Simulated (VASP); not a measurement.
# PbF2 (Fm-3m) in VASP: single point with HSE06

Aim: the single point of PbF2 with HSE06.

All numbers are computed with VASP 6.6.1; they aren't measurements. Logs are shortened: lines on timing, memory, paths and dates and some standing lists are left out, and cuts for length are marked.

### 1 The cell of the first run

The structure is cubic, space group Fm-3m (No. 225). The conventional cell has a = 5.961 Å, b = 5.961 Å, c = 5.961 Å, α = 90.00°, β = 90.00°, γ = 90.00°. Within 3.4 Å of Pb (site symmetry m-3m) lie 8 F at 2.58 Å. F (site symmetry -43m) has 4 Pb at 2.58 Å and 6 F at 2.98 Å within 3.4 Å.

### 2 Single point, HSE06 (strain +1.2%)

The input, POSCAR:

```
PbF2
1.0
    0.0000000000      2.9802742427      2.9802742427
    2.9802742427      0.0000000000      2.9802742427
    2.9802742427      2.9802742427      0.0000000000
Pb F
1 2
Direct
    0.0000000000      0.0000000000      0.0000000000
    0.2500000000      0.2500000000      0.2500000000
    0.7500000000      0.7500000000      0.7500000000
```

The input, INCAR.step1:

```
PREC = Accurate ; ENCUT = 520
EDIFF = 1E-5 ; ISMEAR = 0
SIGMA = 0.01 ; LREAL = False
LASPH = True ; NELM = 120
ALGO = Normal ; ISIF = 2
LWAVE = True ; LCHARG = False
NBANDS = 21 ; GGA = PE
GGA_COMPAT = False ; KPAR = 4
```

The input, INCAR.step2:

```
PREC = Accurate ; ENCUT = 520
EDIFF = 1E-6 ; ISMEAR = 0
SIGMA = 0.01 ; LREAL = False
LASPH = True ; NELM = 120
ALGO = Normal ; ISIF = 2
LWAVE = False ; LCHARG = False
GGA = PE ; LHFCALC = True
HFSCREEN = 0.2079 ; PRECFOCK = Normal
NBANDS = 21 ; ISTART = 1
GGA_COMPAT = False ; KPAR = 4
```

The input, KPOINTS:

```
regular mesh
0
Gamma
  6 6 6
```

Potentials or basis: VASP PAW PBE potentials, release 64 (Pb_d, F).

Command:

```
cat potpaw_PBE.64/Pb_d/POTCAR potpaw_PBE.64/F/POTCAR > POTCAR
cp INCAR.step1 INCAR
mpirun -np 4 vasp_std > vasp.out
cp INCAR.step2 INCAR
mpirun -np 4 vasp_std > vasp.out
```

OUTCAR:

```text
PREC = Accurate
   ENCUT = 520
   EDIFF = 1E-6
   ISMEAR = 0
   LREAL = False
   LASPH = True
   NELM = 120
   ISIF = 2
   GGA = PE
   LHFCALC = True
   HFSCREEN = 0.2079
   PRECFOCK = Normal
   ISTART = 1

 ion  position               nearest neighbor table
   1  0.000  0.000  0.000-   3 2.58   3 2.58   3 2.58   2 2.58   3 2.58   2 2.58   2 2.58   2 2.58

   2  0.250  0.250  0.250-   1 2.58   1 2.58   1 2.58   1 2.58
   3  0.750  0.750  0.750-   1 2.58   1 2.58   1 2.58   1 2.58

  LATTYP: Found a face centered cubic cell.
 ALAT       =     5.9605484854

  Lattice vectors:

 A1 = (   0.0000000000,   2.9802742427,   2.9802742427)
 A2 = (   2.9802742427,   0.0000000000,   2.9802742427)
 A3 = (   2.9802742427,   2.9802742427,   0.0000000000)

Analysis of symmetry for initial positions (statically):
=====================================================================
 Subroutine PRICEL returns:
 Original cell was already a primitive cell.

 Routine SETGRP: Setting up the symmetry group for a
 face centered cubic supercell.

 Subroutine GETGRP returns: Found 48 space group operations
 (whereof 48 operations were pure point group operations)
 out of a pool of 48 trial point group operations.

The static configuration has the point symmetry O_h .

Analysis of symmetry for dynamics (positions and initial velocities):
=====================================================================
 Subroutine PRICEL returns:
 Original cell was already a primitive cell.

 Routine SETGRP: Setting up the symmetry group for a
 face centered cubic supercell.

 Subroutine GETGRP returns: Found 48 space group operations
 (whereof 48 operations were pure point group operations)
 out of a pool of 48 trial point group operations.

The dynamic configuration has the point symmetry O_h .

 Subroutine INISYM returns: Found 48 space group operations
 (whereof 48 operations are pure point group operations),
 and found     1 'primitive' translations

----------------------------------------------------------------------------------------

                                     Primitive cell

  volume of cell :      52.9418

  direct lattice vectors                    reciprocal lattice vectors
     0.000000000  2.980274243  2.980274243    -0.167769795  0.167769795  0.167769795
     2.980274243  0.000000000  2.980274243     0.167769795 -0.167769795  0.167769795
     2.980274243  2.980274243  0.000000000     0.167769795  0.167769795 -0.167769795

[... 82 lines left out ...]
   ISIF   =      2    stress and relaxation
   ISYM   =      3    0-nonsym 1-usesym 2-fastsym
   POTIM  = 0.5000    time-step for ionic-motion
   TEBEG  =    0.0;   TEEND  =   0.0 temperature during run
   PSTRESS=    0.0 pullay stress
   NELECT =      28.0000    total number of electrons
   NUPDOWN=      -1.0000    fix difference up-down
   EMIN   =  10.00;   EMAX   =-10.00  energy-range for DOS
   EFERMI =   0.00;   METHOD = LEGACY
   ISMEAR =     0;   SIGMA  =   0.01  broadening in eV -4-tet -1-fermi 0-gaus
   EFERMI_NEDOS =   21; number of points for ismear=-14 and -15
   IALGO  =     38    algorithm
   IMIX   =      1    mixing-type and parameters
     AMIX     =   0.40;   BMIX     =  1.00
     AMIX_MAG =   1.60;   BMIX_MAG =  1.00
  volume/ion in A,a.u.               =      17.65       119.09
  Fermi-wavevector in a.u.,A,eV,Ry     =   1.323919  2.501843 23.847753  1.752760
  Thomas-Fermi vector in A             =   2.453491
   LORBIT       =      0    0 simple, 1 ext, 2 COOP (PROOUT), +10 PAW based schemes
   GGA     = PE    functional components
   LHFCALC =     T    Hartree Fock is set to
   PRECFOCK=normal    Normal, Fast or Accurate (Low or Medium for compatibility)
   ENCUT4O =  -1.0   cutoff for four orbital integrals eV
   NKREDX  =     1    reduce k-point grid by
   NKREDY  =     1    reduce k-point grid by
   NKREDZ  =     1    reduce k-point grid by
   AEXX    =    0.2500 exact exchange contribution
   HFSCREEN=    0.2079 screening length (either q_TF or 0.3 A-1)
   HFSCREENC=   0.2079 screening length for correlation (either q_TF or 0.3 A-1)
   ENCUTFOCK=  -1.0 apply spherical cutoff to Coloumb kernel
   IVDW    =     0    specifies the selected vdW correction
   LEPSILON=     F    determine dielectric tensor
   LRPA    =     F    only Hartree local field effects (RPA)
 non-spin polarized calculation
 Gauss-broadening in eV      SIGMA  =   0.01
  energy-cutoff  :      520.00
  volume of cell :       52.94
 maximum number of plane-waves:      1458
  NGX = 24; NGY = 24; NGZ = 24

 number of electron      28.0000018 magnetization

 Free energy of the ion-electron system (eV)
  ---------------------------------------------------
  ext. energy  EPLUGINS =         0.00000000
  ---------------------------------------------------
  free energy    TOTEN  =       -17.83644612 eV

  energy without entropy =      -17.83644612  energy(sigma->0) =      -17.83644612

 E-fermi :   0.8639     XC(G=0):  -7.6691

 val. band max:        0.7131149359   @ k =  -0.3333   0.5000   0.1667
 cond. band min:       6.4821079603   @ k =   0.5000   0.5000   0.0000
 fundamental gap:      5.7689930245
 Fermi energy:         0.8639362160

 k-point     1 :       0.0000    0.0000    0.0000
  band No.  band energies     occupation
      1     -22.4126      2.00000
      2     -21.8081      2.00000
      3     -14.8510      2.00000
      4     -14.8510      2.00000
      5     -14.8510      2.00000
      6     -14.7789      2.00000
[... 373 lines left out ...]
     20      17.6950      0.00000
     21      19.0534      0.00000

------------------------ aborting loop because EDIFF is reached ----------------------------------------

  FORCE on cell =-STRESS in cart. coord.  units (eV):
  Direction    XX          YY          ZZ          XY          YZ          ZX
  --------------------------------------------------------------------------------------
  -------------------------------------------------------------------------------------
  Total       -0.1269444     -0.1269444     -0.1269444     -0.0000000     -0.0000000      0.0000000
  in kB       -3.8417168     -3.8417168     -3.8417168     -0.0000000     -0.0000000      0.0000000
  external PRESSURE =      -3.8417168 kB  Pullay stress =       0.0000000 kB

 VOLUME and BASIS-vectors are now :
 -----------------------------------------------------------------------------
  energy-cutoff  :      520.00
  volume of cell :       52.94
      direct lattice vectors                 reciprocal lattice vectors
     0.000000000  2.980274243  2.980274243    -0.167769795  0.167769795  0.167769795
     2.980274243  0.000000000  2.980274243     0.167769795 -0.167769795  0.167769795
     2.980274243  2.980274243  0.000000000     0.167769795  0.167769795 -0.167769795

 POSITION                                       TOTAL-FORCE (eV/Angst)
 -----------------------------------------------------------------------------------
      0.00000      0.00000      0.00000         0.000000      0.000000      0.000000
      1.49014      1.49014      1.49014         0.000000     -0.000000     -0.000000
      4.47041      4.47041      4.47041        -0.000000     -0.000000     -0.000000
 -----------------------------------------------------------------------------------
    total drift:                                0.000008     -0.000029     -0.000001

  FREE ENERGIE OF THE ION-ELECTRON SYSTEM (eV)
  ---------------------------------------------------
  free  energy   TOTEN  =       -17.8364461154 eV

  energy  without entropy=      -17.8364461154  energy(sigma->0) =      -17.83644612
```

OUTCAR.step1:

```text
PREC = Accurate
   ENCUT = 520
   EDIFF = 1E-5
   ISMEAR = 0
   LREAL = False
[... 599 lines left out ...]
      0.00000      0.00000      0.00000         0.000000      0.000000      0.000000
      1.49014      1.49014      1.49014         0.000000      0.000000     -0.000000
      4.47041      4.47041      4.47041        -0.000000     -0.000000      0.000000
 -----------------------------------------------------------------------------------
    total drift:                                0.000000     -0.000000      0.000000

  FREE ENERGIE OF THE ION-ELECTRON SYSTEM (eV)
  ---------------------------------------------------
  free  energy   TOTEN  =       -14.3456994140 eV

  energy  without entropy=      -14.3456994140  energy(sigma->0) =      -14.34569941
```

OSZICAR.step1:

```text
N       E                     dE             d eps       ncg     rms          rms(c)
DAV:   1     0.300584527060E+03    0.30058E+03   -0.14687E+04   680   0.153E+03
DAV:   2     0.107688511158E+02   -0.28982E+03   -0.27160E+03   705   0.420E+02
DAV:   3    -0.155087861922E+02   -0.26278E+02   -0.25972E+02   807   0.137E+02
DAV:   4    -0.162851888809E+02   -0.77640E+00   -0.77574E+00   747   0.247E+01
DAV:   5    -0.163145684792E+02   -0.29380E-01   -0.29377E-01   908   0.500E+00    0.804E+00
DAV:   6    -0.143553041620E+02    0.19593E+01   -0.89153E+00   901   0.232E+01    0.270E+00
DAV:   7    -0.143516354428E+02    0.36687E-02   -0.46251E-01   722   0.408E+00    0.158E+00
DAV:   8    -0.143478740406E+02    0.37614E-02   -0.10567E-01   722   0.354E+00    0.547E-01
DAV:   9    -0.143445442618E+02    0.33298E-02   -0.20084E-02   885   0.104E+00    0.104E-01
DAV:  10    -0.143457151515E+02   -0.11709E-02   -0.16459E-03   687   0.373E-01    0.353E-02
DAV:  11    -0.143456896470E+02    0.25504E-04   -0.13740E-04   780   0.106E-01    0.110E-02
DAV:  12    -0.143457015696E+02   -0.11923E-04   -0.41796E-05   717   0.579E-02    0.107E-02
DAV:  13    -0.143456994140E+02    0.21556E-05   -0.13837E-05   626   0.368E-02
   1 F= -.14345699E+02 E0= -.14345699E+02  d E =-.567621E-46
```

Run time: 11 min. Hardware: 4 MPI ranks of Intel Xeon 6975P-C (Granite Rapids), shared host; peak memory 0.29 GiB.

What came out:

```
Free energy            : -17.8364 eV
Pressure               : -0.4 GPa
Band gap on the k mesh : 5.77 eV (least direct gap 5.87 eV)
```

Caveat: the cell differs from its parent crystal (strain +1.2%); the PAW data sets were made with another functional, which shifts forces and pressure a little; spin-orbit coupling is left out, which moves the levels of the heavy elements. A k mesh can miss the band edges.
